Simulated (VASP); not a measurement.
Runs of VASP 6.6.1 on NaF. The structure is that of space group R-3m (No. 166), or close to it. The cells are those of the table. 

```csv
cell,gap on the mesh (eV),pressure (GPa)
"a = 3.375 Å, angles 56.6°, 2 atoms",(a),-4.8
"a = 3.013 Å, angles 75.3°, 2 atoms",5.24,-6.2
"a = 3.774 Å, angles 45.7°, 2 atoms",4.42,-5.6
"a = 4.517 Å, angles 33.6°, 2 atoms",none,(b)
"a = 3.516 Å, angles 52.2°, 2 atoms",5.46,-5.1
"a = 2.950 Å, angles 82.7°, 2 atoms",5.11,-7.7
"a = 3.211 Å, angles 63.2°, 2 atoms",5.77,-4.8
"a = 4.139 Å, angles 38.9°, 2 atoms",2.29,-5.4
"a = 3.131 Å, angles 67.3°, 2 atoms",5.57,-5.1
```

Alike in all rows: task single point; level LDA; potentials or basis VASP PAW LDA potentials, release 64 (Na_pv, F); no spin polarisation; k mesh 4 × 4 × 4; cutoff (eV) 520; smearing gaussian 0.05 eV.

Question: Fill in the values left out.

Answer: (a) 5.80; (b) -2.7.

Caveats: all runs use coarse meshes.

A k mesh can miss the band edges.

A gap of «none» marks levels without a gap at the run's occupations.
